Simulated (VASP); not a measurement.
# NiO (F-43m) in VASP: further runs, part 2 of 2

VASP 6.6.1. Earlier steps stand in the parts before.

## Step 4: Single point, PBE0, collinear spin, ferromagnetic start

The input, POSCAR:

```
NiO
1.0
    0.0000000000      2.2406300000      2.2406300000
    2.2406300000      0.0000000000      2.2406300000
    2.2406300000      2.2406300000      0.0000000000
Ni O
1 1
Direct
    0.0000000000      0.0000000000      0.0000000000
    0.7500000000      0.7500000000      0.7500000000
```

The input, INCAR.step1:

```
SYSTEM = NiO
PREC = Accurate
ENCUT = 520
EDIFF = 1E-5
ISMEAR = -1
SIGMA = 0.05
LREAL = .FALSE.
LASPH = .TRUE.
NELM = 150
ALGO = Normal
ISIF = 2
LWAVE = .TRUE.
LCHARG = .FALSE.
ISPIN = 2
MAGMOM = 1 0
LORBIT = 11
LMAXMIX = 4
GGA = PE
NBANDS = 19
```

The input, INCAR.step2:

```
SYSTEM = NiO
PREC = Accurate
ENCUT = 520
EDIFF = 1E-7
ISMEAR = -1
SIGMA = 0.05
LREAL = .FALSE.
LASPH = .TRUE.
NELM = 150
ALGO = Normal
ISIF = 2
LWAVE = .FALSE.
LCHARG = .FALSE.
ISPIN = 2
MAGMOM = 1 0
LORBIT = 11
LMAXMIX = 4
GGA = PE
LHFCALC = .TRUE.
AEXX = 0.25
PRECFOCK = Normal
ISTART = 1
NBANDS = 19
```

The input, KPOINTS:

```
Automatic mesh
0
G
  5 5 5
  0 0 0
```

Potentials or basis: VASP PAW PBE potentials, release 64 (Ni, O).

On the command line:

```sh
$ cat potpaw_PBE.64/Ni/POTCAR potpaw_PBE.64/O/POTCAR > POTCAR
$ cp INCAR.step1 INCAR
$ mpirun -np 1 vasp_std > vasp.out
$ cp INCAR.step2 INCAR
$ mpirun -np 1 vasp_std > vasp.out
```

OUTCAR:

```text
SYSTEM = NiO
   PREC = Accurate
   ENCUT = 520
   EDIFF = 1E-7
   ISMEAR = -1
   LREAL = .FALSE.
   LASPH = .TRUE.
   NELM = 150
   ISIF = 2
   ISPIN = 2
   LORBIT = 11
   GGA = PE
   LHFCALC = .TRUE.
   AEXX = 0.25
   PRECFOCK = Normal
   ISTART = 1

 ion  position               nearest neighbor table
   1  0.000  0.000  0.000-   2 1.94   2 1.94   2 1.94   2 1.94
   2  0.750  0.750  0.750-   1 1.94   1 1.94   1 1.94   1 1.94

  LATTYP: Found a face centered cubic cell.
 ALAT       =     4.4812600000

  Lattice vectors:

 A1 = (   0.0000000000,   2.2406300000,   2.2406300000)
 A2 = (   2.2406300000,   0.0000000000,   2.2406300000)
 A3 = (   2.2406300000,   2.2406300000,   0.0000000000)

Analysis of symmetry for initial positions (statically):
=====================================================================
 Subroutine PRICEL returns:
 Original cell was already a primitive cell.

 Routine SETGRP: Setting up the symmetry group for a
 face centered cubic supercell.

[... 410 lines left out ...]
      5       1.3203      1.00000
      6       1.3204      1.00000
[... 197 lines left out ...]
      6       2.1667      1.00000
[... 11 lines left out ...]
     18      36.0235      0.00000
     19      36.3264      0.00000

------------------------ aborting loop because EDIFF is reached ----------------------------------------

  FORCE on cell =-STRESS in cart. coord.  units (eV):
  Direction    XX          YY          ZZ          XY          YZ          ZX
  --------------------------------------------------------------------------------------
  -------------------------------------------------------------------------------------
  Total       -0.5331632     -0.5331632     -0.5331632      0.0000000      0.0000000      0.0000000
  in kB      -37.9691026    -37.9691026    -37.9691026      0.0000000      0.0000000      0.0000000
  external PRESSURE =     -37.9691026 kB  Pullay stress =       0.0000000 kB

 VOLUME and BASIS-vectors are now :
 -----------------------------------------------------------------------------
  energy-cutoff  :      520.00
  volume of cell :       22.50
      direct lattice vectors                 reciprocal lattice vectors
     0.000000000  2.240630000  2.240630000    -0.223151524  0.223151524  0.223151524
     2.240630000  0.000000000  2.240630000     0.223151524 -0.223151524  0.223151524
     2.240630000  2.240630000  0.000000000     0.223151524  0.223151524 -0.223151524

 POSITION                                       TOTAL-FORCE (eV/Angst)
 -----------------------------------------------------------------------------------
      0.00000      0.00000      0.00000        -0.000000     -0.000000     -0.000000
      3.36095      3.36095      3.36095         0.000000      0.000000      0.000000
 -----------------------------------------------------------------------------------
    total drift:                               -0.000008      0.000001     -0.000006

  FREE ENERGIE OF THE ION-ELECTRON SYSTEM (eV)
  ---------------------------------------------------
  free  energy   TOTEN  =       -16.1832344408 eV

  energy  without entropy=      -16.1768604340  energy(sigma->0) =      -16.18004744

 total charge

# of ion       s       p       d       tot
------------------------------------------
    1        0.379   0.498   8.193   9.069
    2        1.554   3.477   0.000   5.031
--------------------------------------------------
tot          1.933   3.974   8.193  14.100

 magnetization (x)

# of ion       s       p       d       tot
------------------------------------------
    1       -0.008   0.020   1.640   1.652
    2        0.018   0.321   0.000   0.340
--------------------------------------------------
tot          0.010   0.341   1.640   1.991
```

It took 11 min on 1 thread of Intel Xeon 6975P-C (Granite Rapids), shared host; peak memory 0.16 GiB.

What came out:

| Quantity | Value |
| --- | --- |
| Free energy | -16.1832 eV |
| Pressure | -3.8 GPa |
| Band gap on the k mesh | zero (filled and empty bands overlap) |
| Net moment | 2.00 μB per cell |
| Site moments | Ni +1.65; O +0.34 μB |
| Valence electrons inside the program's atomic spheres | Ni 9.07; O 5.03 |

Caveat: the k points lie up to 0.49 Å⁻¹ apart; the PAW data sets were made with another functional, which shifts forces and pressure a little; a cell with one magnetic atom can't hold antiferromagnetic order, which such compounds often take.

## Step 5: Single point, LDA, collinear spin, ferromagnetic start

The input, INCAR:

```
SYSTEM = NiO
ALGO = Normal
EDIFF = 1E-6
ENCUT = 600
GGA = CA
GGA_COMPAT = .False.
ISIF = 2
ISMEAR = -1
ISPIN = 2
LASPH = .True.
LCHARG = .False.
LMAXMIX = 4
LORBIT = 11
LREAL = .False.
LWAVE = .False.
MAGMOM = 1 0
NBANDS = 23
NELM = 200
PREC = Accurate
SIGMA = 0.05
```

The input, KPOINTS:

```
k-points
0
Gamma
  7 7 7
  0 0 0
```

POSCAR is that of step 4.

Potentials or basis: VASP PAW LDA potentials, release 64 (Ni_sv_GW, O).

On the command line:

```sh
$ cat potpaw_LDA.64/Ni_sv_GW/POTCAR potpaw_LDA.64/O/POTCAR > POTCAR
$ mpirun -np 1 vasp_std > vasp.out
```

Run time: 63 s. Hardware: 1 thread of AMD EPYC 7R43 (Zen 3), shared host; peak memory 0.13 GiB.

The run converged. Its results:

- Free energy: -14.1984 eV
- Pressure: -17.4 GPa
- Net moment: 1.58 μB per cell
- Site moments: Ni +1.25; O +0.29 μB
- Valence electrons inside the program's atomic spheres: Ni 16.24; O 4.92

Levels at points of the mesh, in eV from the Fermi level:
Spin up:
| k point | band 9 | band 10 | band 11 | band 12 | band 13 | band 14 | band 15 | band 16 | band 17 | band 18 |
| --- | --- | --- | --- | --- | --- | --- | --- | --- | --- | --- |
| (0.00, 0.00, 0.00) | -2.17 | -2.17 | 0.46 | 0.48 | 0.48 | 0.48 | 14.15 | 14.15 | 14.15 | 20.58 |
Spin down:
```csv
k point,band 7,band 8,band 9,band 10,band 11,band 12,band 13,band 14,band 15,band 16
"(0.00, 0.00, 0.00)",-5.12,-5.12,-1.18,-1.18,0.72,1.63,1.63,1.63,14.38,14.38
```

Caveat: a cell with one magnetic atom can't hold antiferromagnetic order, which such compounds often take; semilocal functionals often make such compounds metallic where correlation or magnetic order opens a gap, which also shifts bond lengths. With open d or f shells a metallic result of LDA can be an artefact of self-interaction; +U or a hybrid may open a gap.

## Step 6: Single point, PBE, collinear spin, ferromagnetic start

The input, INCAR:

```
  PREC = Accurate
  ENCUT = 600
  EDIFF = 1E-6
  ISMEAR = -1
  SIGMA = 0.05
  LREAL = F
  LASPH = T
  NELM = 200
  ALGO = Normal
  ISIF = 2
  LWAVE = F
  LCHARG = F
  ISPIN = 2
  MAGMOM = 1 0
  LORBIT = 11
  LMAXMIX = 4
  GGA = PE
  NBANDS = 23
  GGA_COMPAT = F
```

The input, KPOINTS:

```
Automatic mesh
0
Gamma
  10 10 10
```

POSCAR is that of step 5.

Potentials or basis: VASP PAW PBE potentials, release 64 (Ni_sv_GW, O).

On the command line:

```sh
$ cat potpaw_PBE.64/Ni_sv_GW/POTCAR potpaw_PBE.64/O/POTCAR > POTCAR
$ mpirun -np 1 vasp_std > vasp.out
```

Run time: 65 s. Hardware: 1 thread of AMD EPYC 9R45 (Zen 5), shared host; peak memory 0.18 GiB.

Results (log left out):

```
Free energy                                           : -12.5507 eV
Pressure                                              : -1.5 GPa
Net moment                                            : 1.93 μB per cell
Site moments                                          : Ni +1.53; O +0.36 μB
Valence electrons inside the program's atomic spheres : Ni 16.21; O 4.97
```

Levels at points of the mesh, in eV from the Fermi level:
Spin up:
| k point | band 9 | band 10 | band 11 | band 12 | band 13 | band 14 | band 15 | band 16 | band 17 | band 18 |
| --- | --- | --- | --- | --- | --- | --- | --- | --- | --- | --- |
| (0.00, 0.00, 0.00) | -2.45 | -2.45 | 0.12 | 0.12 | 0.12 | 0.35 | 14.20 | 14.20 | 14.20 | 20.56 |
| (0.50, 0.00, 0.00) | -2.62 | -2.39 | -2.39 | -0.70 | -0.70 | 5.77 | 7.23 | 13.70 | 13.70 | 17.65 |
| (0.50, 0.50, 0.00) | -3.18 | -2.17 | -1.91 | -1.91 | -1.79 | 5.31 | 9.87 | 11.10 | 14.47 | 14.47 |
Spin down:
| k point | band 7 | band 8 | band 9 | band 10 | band 11 | band 12 | band 13 | band 14 | band 15 | band 16 |
| --- | --- | --- | --- | --- | --- | --- | --- | --- | --- | --- |
| (0.00, 0.00, 0.00) | -5.04 | -5.04 | -1.38 | -1.38 | 0.64 | 1.77 | 1.77 | 1.77 | 14.46 | 14.46 |
| (0.50, 0.00, 0.00) | -4.80 | -4.80 | -1.17 | -1.17 | -0.74 | 0.85 | 0.85 | 6.08 | 7.74 | 14.03 |
| (0.50, 0.50, 0.00) | -4.46 | -4.46 | -1.55 | -1.07 | -0.77 | -0.09 | -0.09 | 5.81 | 10.51 | 11.35 |

Caveat: a cell with one magnetic atom can't hold antiferromagnetic order, which such compounds often take; semilocal functionals often make such compounds metallic where correlation or magnetic order opens a gap, which also shifts bond lengths. With open d or f shells a metallic result of PBE can be an artefact of self-interaction; +U or a hybrid may open a gap.

## Step 7: The runs side by side

| task | level | potentials or basis | cell | k mesh | cutoff (eV) | grid for exact exchange (PRECFOCK) | second run | gap on the mesh (eV) | pressure (GPa) | moment (μB) |
| --- | --- | --- | --- | --- | --- | --- | --- | --- | --- | --- |
| relaxation of the atoms | PBE | VASP PAW PBE potentials, release 64 (Ni, O) | atoms relaxed from a = 3.169 Å, angles 60.0°, 2 atoms | 7 × 7 × 7 | 520 | - | - | none | -0.1 | 1.86 |
| single point | PBE0 | VASP PAW PBE potentials, release 64 (Ni, O) | a = 3.142 Å, angles 60.0°, 2 atoms | 5 × 5 × 5 | 520 | Normal | - | none | 0.5 | 2.00 |
| single point | PBE0 | VASP PAW PBE potentials, release 64 (Ni, O) | a = 3.169 Å, angles 60.0°, 2 atoms | 5 × 5 × 5 | 520 | Normal | - | none | -3.8 | 2.00 |
| single point | LDA | VASP PAW LDA potentials, release 64 (Ni_sv_GW, O) | a = 3.169 Å, angles 60.0°, 2 atoms | 7 × 7 × 7 | 600 | - | valence_matched | none | -17.4 | 1.58 |
| single point | PBE | VASP PAW PBE potentials, release 64 (Ni_sv_GW, O) | a = 3.169 Å, angles 60.0°, 2 atoms | 10 × 10 × 10 | 600 | - | valence_matched | none | -1.5 | 1.93 |

Alike in all rows: spin collinear, ferromagnetic start; smearing fermi-dirac 0.05 eV.

Caveats: some runs use coarse meshes; a cell with one magnetic atom can't hold antiferromagnetic order, which such compounds often take; semilocal functionals often make such compounds metallic where correlation or magnetic order opens a gap, which also shifts bond lengths (some runs); the PAW data sets were made with another functional, which shifts forces and pressure a little (some runs); the relaxation stopped at its first step, so nothing moved (some runs).

Total energies depend on the potentials used, so only differences within one code and one set of settings carry meaning.
